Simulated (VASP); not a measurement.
# SnSe in VASP: notebook

SnSe is run at these levels: PBE; tasks: single point, relaxation of cell and atoms.

Program: VASP 6.6.1. These are calculated values, not measurements. Logs are shortened: lines on timing, memory, paths and dates and some standing lists are left out, and cuts for length are marked.

## 1. The cell of the first run

The cell holds a slab with vacuum, 4 atoms: a = 4.315 Å, b = 4.315 Å, c = 10.747 Å, α = 90.00°, β = 90.00°, γ = 90.00°.

## 2. Single point, PBE

File INCAR:

```
SYSTEM = SnSe
PREC = Accurate
ENCUT = 520
EDIFF = 1E-6
ISMEAR = -1
SIGMA = 0.02
LREAL = .False.
LASPH = .True.
NELM = 100
ALGO = Normal
ISIF = 2
LWAVE = .False.
LCHARG = .False.
GGA = PE
NBANDS = 28
```

File KPOINTS:

```
Automatic mesh
0
Gamma
  6 6 3
  0 0 0
```

File POSCAR:

```
SnSe
1.0
    4.3151923237      0.0000000000      0.0000000000
    0.0000000000      4.3151923237      0.0000000000
    0.0000000000      0.0000000000     10.7465147132
Sn Se
2 2
Direct
    0.5000000000      0.0000000000      0.3735890093
    0.0000000000      0.5000000000      0.6264109907
    0.5000000000      0.0000000000      0.6264499254
    0.0000000000      0.5000000000      0.3735500746
```

Potentials or basis: VASP PAW PBE potentials, release 64 (Sn_d, Se).

Started as:

```bash
> cat potpaw_PBE.64/Sn_d/POTCAR potpaw_PBE.64/Se/POTCAR > POTCAR
> mpirun -np 1 vasp_std > vasp.out
```

OUTCAR:

```text
SYSTEM = SnSe
   PREC = Accurate
   ENCUT = 520
   EDIFF = 1E-6
   ISMEAR = -1
   LREAL = .False.
   LASPH = .True.
   NELM = 100
   ISIF = 2
   GGA = PE

 ion  position               nearest neighbor table
   1  0.500  0.000  0.374-   3 2.72   4 3.05   4 3.05   4 3.05   4 3.05
   2  0.000  0.500  0.626-   4 2.72   3 3.05   3 3.05   3 3.05   3 3.05
   3  0.500  0.000  0.626-   1 2.72   2 3.05   2 3.05   2 3.05   2 3.05
   4  0.000  0.500  0.374-   2 2.72   1 3.05   1 3.05   1 3.05   1 3.05

  LATTYP: Found a simple tetragonal cell.
 ALAT       =     4.3151923237
 C/A-ratio  =     2.4903906725

  Lattice vectors:

 A1 = (   4.3151923237,   0.0000000000,   0.0000000000)
 A2 = (   0.0000000000,   4.3151923237,   0.0000000000)
 A3 = (   0.0000000000,   0.0000000000,  10.7465147132)

Analysis of symmetry for initial positions (statically):
=====================================================================
 Subroutine PRICEL returns:
 Original cell was already a primitive cell.

 Routine SETGRP: Setting up the symmetry group for a
 simple tetragonal supercell.

 Subroutine GETGRP returns: Found 16 space group operations
 (whereof  8 operations were pure point group operations)
 out of a pool of 16 trial point group operations.

The static configuration has the point symmetry D_2d.
 The point group associated with its full space group is D_4h.

Analysis of symmetry for dynamics (positions and initial velocities):
=====================================================================
 Subroutine PRICEL returns:
 Original cell was already a primitive cell.

 Routine SETGRP: Setting up the symmetry group for a
 simple tetragonal supercell.

 Subroutine GETGRP returns: Found 16 space group operations
 (whereof  8 operations were pure point group operations)
 out of a pool of 16 trial point group operations.

The dynamic configuration has the point symmetry D_2d.
 The point group associated with its full space group is D_4h.

 Subroutine INISYM returns: Found 16 space group operations
 (whereof  8 operations are pure point group operations),
 and found     1 'primitive' translations

----------------------------------------------------------------------------------------

                                     Primitive cell

  volume of cell :     200.1096

  direct lattice vectors                    reciprocal lattice vectors
     4.315192324  0.000000000  0.000000000     0.231739381  0.000000000  0.000000000
     0.000000000  4.315192324  0.000000000     0.000000000  0.231739381  0.000000000
     0.000000000  0.000000000 10.746514713     0.000000000  0.000000000  0.093053425

  length of vectors
     4.315192324  4.315192324 10.746514713     0.231739381  0.231739381  0.093053425

  position of ions in fractional coordinates (direct lattice)
     0.500000000  0.000000000  0.373589009
     0.000000000  0.500000000  0.626410991
     0.500000000  0.000000000  0.626449925
     0.000000000  0.500000000  0.373550075

  ion indices of the primitive-cell ions
   primitive index   ion index
                 1           1
                 2           2
                 3           3
                 4           4

----------------------------------------------------------------------------------------

 KPOINTS: Automatic mesh

Automatic generation of k-mesh.
 Grid dimensions read from file:
 generate k-points for:    6    6    3

 Generating k-lattice:

  Cartesian coordinates                     Fractional coordinates (reciprocal lattice)
     0.038623230  0.000000000  0.000000000     0.166666667  0.000000000  0.000000000
     0.000000000  0.038623230  0.000000000     0.000000000  0.166666667  0.000000000
     0.000000000  0.000000000  0.031017808     0.000000000  0.000000000  0.333333333

  Length of vectors
     0.038623230  0.038623230  0.031017808

  Shift w.r.t. Gamma in fractional coordinates (k-lattice)
     0.000000000  0.000000000  0.000000000

 Subroutine IBZKPT returns following result:
 ===========================================

 Found     20 irreducible k-points:

 Following reciprocal coordinates:
            Coordinates               Weight
  0.000000  0.000000  0.000000      1.000000
  0.166667  0.000000  0.000000      4.000000
  0.333333  0.000000  0.000000      4.000000
  0.500000  0.000000  0.000000      2.000000
  0.166667  0.166667  0.000000      4.000000
  0.333333  0.166667  0.000000      8.000000
[... 12 lines left out ...]
  0.500000  0.333333  0.333333      8.000000
  0.500000  0.500000  0.333333      2.000000
   k-points           NKPTS =     20   k-points in BZ     NKDIM =     20   number of bands    NBANDS=     28
   number of dos      NEDOS =    301   number of ions     NIONS =      4
   total plane-waves  NPLWV =  81920
   dimension x,y,z NGX =    32 NGY =   32 NGZ =   80
   dimension x,y,z NGXF=    64 NGYF=   64 NGZF=  160
   ions per type =               2   2
   NGX,Y,Z   is equivalent  to a cutoff of  12.33, 12.33, 12.38 a.u.
   NGXF,Y,Z  is equivalent  to a cutoff of  24.66, 24.66, 24.75 a.u.
 SYSTEM =  SnSe
   PREC   = accura    normal or accurate (medium, high low for compatibility)
   ISTART =      0    job   : 0-new  1-cont  2-samecut
   ICHARG =      2    charge: 1-file 2-atom 10-const
   ISPIN  =      1    spin polarized calculation?
   LNONCOLLINEAR =      F non collinear calculations
   LSORBIT =      F    spin-orbit coupling
   LASPH  =      T    aspherical Exc in radial PAW
   ENCUT  =  520.0 eV  38.22 Ry    6.18 a.u.   8.02  8.02 19.98*2*pi/ulx,y,z
   NELM   =    100;   NELMIN=  2; NELMDL= -5     # of ELM steps
   EDIFF  = 0.1E-05   stopping-criterion for ELM
   LREAL  =      F    real-space projection
   EDIFFG = 0.1E-04   stopping-criterion for IOM
   NSW    =      0    number of steps for IOM
   IBRION =     -1    ionic relax: 0-MD 1-quasi-New 2-CG
   NFREE  =      0    steps in history (QN), initial steepest desc. (CG)
   ISIF   =      2    stress and relaxation
   ISYM   =      2    0-nonsym 1-usesym 2-fastsym
   POTIM  = 0.5000    time-step for ionic-motion
   TEBEG  =    0.0;   TEEND  =   0.0 temperature during run
   PSTRESS=    0.0 pullay stress
   NELECT =      40.0000    total number of electrons
   NUPDOWN=      -1.0000    fix difference up-down
   EMIN   =  10.00;   EMAX   =-10.00  energy-range for DOS
   EFERMI =   0.00;   METHOD = LEGACY
   ISMEAR =    -1;   SIGMA  =   0.02  broadening in eV -4-tet -1-fermi 0-gaus
   EFERMI_NEDOS =   21; number of points for ismear=-14 and -15
   IALGO  =     38    algorithm
   IMIX   =      4    mixing-type and parameters
     AMIX     =   0.40;   BMIX     =  1.00
     AMIX_MAG =   1.60;   BMIX_MAG =  1.00
  volume/ion in A,a.u.               =      50.03       337.60
  Fermi-wavevector in a.u.,A,eV,Ry     =   0.957206  1.808857 12.466253  0.916244
  Thomas-Fermi vector in A             =   2.086203
   LORBIT       =      0    0 simple, 1 ext, 2 COOP (PROOUT), +10 PAW based schemes
   GGA     = PE    functional components
   LHFCALC =     F    Hartree Fock is set to
   AEXX    =    0.0000 exact exchange contribution
   IVDW    =     0    specifies the selected vdW correction
   LEPSILON=     F    determine dielectric tensor
   LRPA    =     F    only Hartree local field effects (RPA)
 non-spin polarized calculation
  energy-cutoff  :      520.00
  volume of cell :      200.11
 maximum number of plane-waves:      5424
   NGX = 17   NGY = 17   NGZ = 39

 number of electron      40.0000017 magnetization

 Free energy of the ion-electron system (eV)
  ---------------------------------------------------
  ext. energy  EPLUGINS =         0.00000000
  ---------------------------------------------------
  free energy    TOTEN  =       -16.27003768 eV

  energy without entropy =      -16.27003768  energy(sigma->0) =      -16.27003768

 E-fermi :   1.1566     XC(G=0):  -6.1436

 val. band max:        0.6302992947   @ k =   0.3333   0.0000   0.3333
 cond. band min:       2.1455046095   @ k =   0.5000   0.0000   0.0000
 fundamental gap:      1.5152053148
 Fermi energy:         1.1565744012

 k-point     1 :       0.0000    0.0000    0.0000
  band No.  band energies     occupation
      1     -20.4562      2.00000
      2     -20.4500      2.00000
      3     -20.4478      2.00000
      4     -20.4434      2.00000
      5     -20.4396      2.00000
      6     -20.4167      2.00000
[... 20 lines left out ...]
     27       6.1532      0.00000
     28       6.1532      0.00000

 k-point     2 :       0.1667    0.0000    0.0000
  band No.  band energies     occupation
      1     -20.4539      2.00000
      2     -20.4491      2.00000
      3     -20.4484      2.00000
      4     -20.4423      2.00000
      5     -20.4400      2.00000
      6     -20.4164      2.00000
[... 20 lines left out ...]
     27       5.6556      0.00000
     28       5.9218      0.00000

 k-point     3 :       0.3333    0.0000    0.0000
  band No.  band energies     occupation
      1     -20.4515      2.00000
      2     -20.4494      2.00000
      3     -20.4477      2.00000
      4     -20.4460      2.00000
      5     -20.4315      2.00000
      6     -20.4182      2.00000
[... 20 lines left out ...]
     27       5.4409      0.00000
     28       7.1457      0.00000

 k-point     4 :       0.5000    0.0000    0.0000
  band No.  band energies     occupation
      1     -20.4515      2.00000
      2     -20.4515      2.00000
      3     -20.4461      2.00000
      4     -20.4461      2.00000
      5     -20.4232      2.00000
      6     -20.4232      2.00000
[... 454 lines left out ...]
     27       6.4811      0.00000
     28       6.5093      0.00000

 k-point    19 :       0.5000    0.3333    0.3333
  band No.  band energies     occupation
      1     -20.4627      2.00000
      2     -20.4627      2.00000
      3     -20.4382      2.00000
      4     -20.4382      2.00000
      5     -20.4208      2.00000
      6     -20.4208      2.00000
[... 20 lines left out ...]
     27       6.2393      0.00000
     28       6.2393      0.00000

 k-point    20 :       0.5000    0.5000    0.3333
  band No.  band energies     occupation
      1     -20.4661      2.00000
      2     -20.4661      2.00000
      3     -20.4358      2.00000
      4     -20.4358      2.00000
      5     -20.4218      2.00000
      6     -20.4218      2.00000
[... 20 lines left out ...]
     27       6.9190      0.00000
     28       6.9190      0.00000

------------------------ aborting loop because EDIFF is reached ----------------------------------------

  FORCE on cell =-STRESS in cart. coord.  units (eV):
  Direction    XX          YY          ZZ          XY          YZ          ZX
  --------------------------------------------------------------------------------------
  -------------------------------------------------------------------------------------
  Total       -0.0000813     -0.0000813      0.0358543      0.0000000      0.0000000      0.0000000
  in kB       -0.0006512     -0.0006512      0.2870677      0.0000000      0.0000000      0.0000000
  external PRESSURE =       0.0952551 kB  Pullay stress =       0.0000000 kB

 VOLUME and BASIS-vectors are now :
 -----------------------------------------------------------------------------
  energy-cutoff  :      520.00
  volume of cell :      200.11
      direct lattice vectors                 reciprocal lattice vectors
     4.315192324  0.000000000  0.000000000     0.231739381  0.000000000  0.000000000
     0.000000000  4.315192324  0.000000000     0.000000000  0.231739381  0.000000000
     0.000000000  0.000000000 10.746514713     0.000000000  0.000000000  0.093053425

 POSITION                                       TOTAL-FORCE (eV/Angst)
 -----------------------------------------------------------------------------------
      2.15760      0.00000      4.01478        -0.000000      0.000000     -0.009797
      0.00000      2.15760      6.73173        -0.000000      0.000000      0.009797
      2.15760      0.00000      6.73215         0.000000      0.000000      0.012607
      0.00000      2.15760      4.01436        -0.000000      0.000000     -0.012607
 -----------------------------------------------------------------------------------
    total drift:                                0.000000      0.000000      0.000000

  FREE ENERGIE OF THE ION-ELECTRON SYSTEM (eV)
  ---------------------------------------------------
  free  energy   TOTEN  =       -16.2700376820 eV

  energy  without entropy=      -16.2700376820  energy(sigma->0) =      -16.27003768
```

It took 73 s on 1 thread of Intel Xeon Platinum 8488C (Sapphire Rapids), shared host; peak memory 0.32 GiB.

What came out:

```yaml
Free_energy: -16.2700 eV
Largest_force: 0.013 eV/Å
Band_gap_on_the_k_mesh: 1.52 eV (least direct gap 1.57 eV)
```

Forces in eV/Å, atoms in the order of the input:
```
Sn   0.000  0.000 -0.010
Sn   0.000  0.000  0.010
Se   0.000  0.000  0.013
Se   0.000  0.000 -0.013
```

Levels at points of the mesh, in eV from the valence-band top:
```csv
k point,band 17,band 18,band 19,band 20,band 21,band 22,band 23,band 24
"(0.00, 0.00, 0.00)",-2.86,-1.65,-1.65,-0.46,1.88,3.75,3.90,4.53
"(0.50, 0.00, 0.00)",-1.41,-1.41,-0.05,-0.05,1.52,1.52,2.10,2.10
"(0.50, 0.50, 0.00)",-3.11,-3.11,-1.61,-1.61,3.65,3.65,4.75,4.75
```

Caveat: there is no dipole correction, which matters where the two faces differ; spin-orbit coupling is left out, which moves the levels of the heavy elements.

(Continued in part 2 of 4.)
